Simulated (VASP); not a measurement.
Input of a VASP 6.6.1 run:

Contents of INCAR:

```
SYSTEM = Li
ALGO     = Normal         ! electronic algorithm
EDIFF    = 1E-8           ! SCF threshold, eV
ENCUT    = 520            ! plane-wave cutoff, eV
GGA      = PE             ! functional
ISIF     = 2              ! what is computed and relaxed
ISMEAR   = -1             ! smearing method
LASPH    = .TRUE.         ! aspherical terms in the spheres
LCHARG   = .FALSE.        ! write CHGCAR
LEFG     = .TRUE.       
LREAL    = .FALSE.        ! projectors in reciprocal space
LWAVE    = .FALSE.        ! write WAVECAR
NBANDS   = 12             ! bands
NELM     = 100            ! most SCF steps
PREC     = Accurate       ! precision mode
SIGMA    = 0.05           ! smearing width, eV
```

Contents of KPOINTS:

```
k-points
0
G
  12 12 12
  0 0 0
```

Contents of POSCAR:

```
Li
1.0
    1.5504989657      0.8951809952      7.5883000000
   -1.5504989657      0.8951809952      7.5883000000
    0.0000000000     -1.7903619905      7.5883000000
Li
3
Direct
    0.0000000000      0.0000000000      0.0000000000
    0.2220000000      0.2220000000      0.2220000000
    0.7780000000      0.7780000000      0.7780000000
```

Potentials or basis: VASP PAW PBE potentials, release 64 (Li_sv).

Launch:

```sh
$ cat potpaw_PBE.64/Li_sv/POTCAR > POTCAR
$ mpirun -np 1 vasp_std > vasp.out
```

Question: Predict the largest force.

Answer: 0.009 eV/Å.

Forces in eV/Å, atoms in the order of the input:
```
Li   0.000  0.000  0.000
Li   0.000  0.000  0.009
Li   0.000  0.000 -0.009
```

Caveat: without QUAD_EFG the Cq values of the log hold for a quadrupole moment of 1 mb, not for the nuclei.
